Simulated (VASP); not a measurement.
Write the native input for VASP 6.6.1 that does the following.

```yaml
Task: single point
Functional: LDA
Potentials_or_basis: VASP PAW LDA potentials, release 64 (Pd)
Cutoff: 520 eV
k_mesh: 12 × 12 × 12
Occupations: fermi-dirac, width 0.05 eV
Spin: no spin polarisation
Dipole_correction: no
Further_INCAR_settings: ALGO = Normal; EDIFF = 1e-06; NBANDS = 11
```

The structure of Pd lies in POSCAR:

```
Pd
1.0
    0.0000000000      1.9067643606      1.9067643606
    1.9067643606      0.0000000000      1.9067643606
    1.9067643606      1.9067643606      0.0000000000
Pd
1
Direct
    0.0000000000      0.0000000000      0.0000000000
```

This cell differs from its parent crystal: volume scaled by 0.94.

The input as run:

INCAR

```
ALGO = Normal
EDIFF = 1E-6
ENCUT = 520
GGA = CA
ISIF = 2
ISMEAR = -1
LASPH = T
LCHARG = F
LREAL = F
LWAVE = F
NBANDS = 11
NELM = 100
PREC = Accurate
SIGMA = 0.05
```

KPOINTS

```
k-points
0
Gamma
  12 12 12
```

Potentials or basis: VASP PAW LDA potentials, release 64 (Pd).

Command:

```console
$ cat potpaw_LDA.64/Pd/POTCAR > POTCAR
$ mpirun -np 1 vasp_std > vasp.out
```

It gave:

The pressure is 4.9 GPa and the band gap on the k mesh is zero (band 5 reaches 11.01 eV, above the bottom of band 6 at 9.25 eV).

Run time: 3.7 s on 1 thread of Intel(R) Xeon(R) 6975P-C (Granite Rapids), with other jobs on the host, peak memory 0.12 GiB.
